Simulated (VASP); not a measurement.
Input of a VASP 6.6.1 run:

Contents of INCAR:

```
SYSTEM = SrCl2
ALGO = Normal
EDIFF = 1E-6
ENCUT = 520
GGA = PS
ISIF = 2
ISMEAR = 0
LASPH = .True.
LCHARG = .False.
LREAL = .False.
LWAVE = .False.
NBANDS = 19
NELM = 80
PREC = Accurate
SIGMA = 0.05
```

The input KPOINTS:

```
k-points
0
Gamma
  6 6 6
  0 0 0
```

Contents of POSCAR:

```
SrCl2
1.0
   -0.1307062500      3.4855000000      3.4855000000
    3.3547937500      0.0000000000      3.3547937500
    3.4855000000      3.4855000000     -0.1307062500
Sr Cl
1 2
Direct
    0.0000000000      0.0000000000      0.0000000000
    0.2500000000      0.2500000000      0.2500000000
    0.7500000000      0.7500000000      0.7500000000
```

Potentials or basis: VASP PAW PBE potentials, release 64 (Sr_sv, Cl).

Run with:

```bash
$ cat potpaw_PBE.64/Sr_sv/POTCAR potpaw_PBE.64/Cl/POTCAR > POTCAR
$ mpirun -np 1 vasp_std > vasp.out
```

Problem. Estimate the pressure.

Solution. -0.6 GPa.

Problem. Predict the largest force.

Solution. 0.169 eV/Å.

Problem. What does it give for the band gap on the k mesh?

Solution. 5.15 eV, indirect (least direct gap 5.38 eV).

Stress tensor (GPa, compression positive):
```
-0.60  0.00  1.08
 0.00 -0.55  0.00
 1.08  0.00 -0.60
```

Caveat: the cell differs from its parent crystal (strain -0.0750 x Voigt [0, 0, 0, 0, 1, 0]); the PAW data sets were made with another functional, which shifts forces and pressure a little. A k mesh can miss the band edges.
